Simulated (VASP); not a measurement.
**CaO: single point with PBEsol**

Crystal: CaO.

```
CELL_PARAMETERS angstrom
0.00000 2.45070 2.45070
2.45070 0.00000 2.45070
2.45070 2.45070 0.00000
ATOMIC_POSITIONS crystal
Ca 0.00000 0.00000 0.00000
O 0.50000 0.50000 0.50000
```

* Program: VASP 6.6.1
* Task: single point
* Functional: PBEsol
* Potentials or basis: VASP PAW PBE potentials, release 64 (Ca_sv, O)
* Cutoff: 520 eV
* k mesh: 10 × 10 × 10
* Occupations: fermi-dirac, width 0.05 eV
* Spin: no spin polarisation
* Dipole correction: no
* Further INCAR settings: ALGO = Normal; EDIFF = 1e-06; NBANDS = 15

The pressure is -7.6 GPa and the band gap on the k mesh is 3.55 eV (least direct gap 3.94 eV).

Levels at points of the mesh, in eV from the valence-band top:
```csv
k point,band 5,band 6,band 7,band 8,band 9,band 10,band 11,band 12
"(0.00, 0.00, 0.00)",-15.33,0.00,0.00,0.00,4.11,6.05,6.05,6.05
"(0.50, 0.00, 0.00)",-14.32,-2.56,-1.11,-1.11,6.75,7.90,8.06,8.06
"(0.50, 0.50, 0.00)",-15.09,-1.34,-0.39,-0.39,3.55,7.62,8.59,9.20
```

Wall time 14 s on 1 thread of Intel(R) Xeon(R) Platinum 8488C (Sapphire Rapids) (shared host), peak memory 0.16 GiB.

Caveat: the cell stands under tension; the PAW data sets were made with another functional, which shifts forces and pressure a little. A k mesh can miss the band edges.
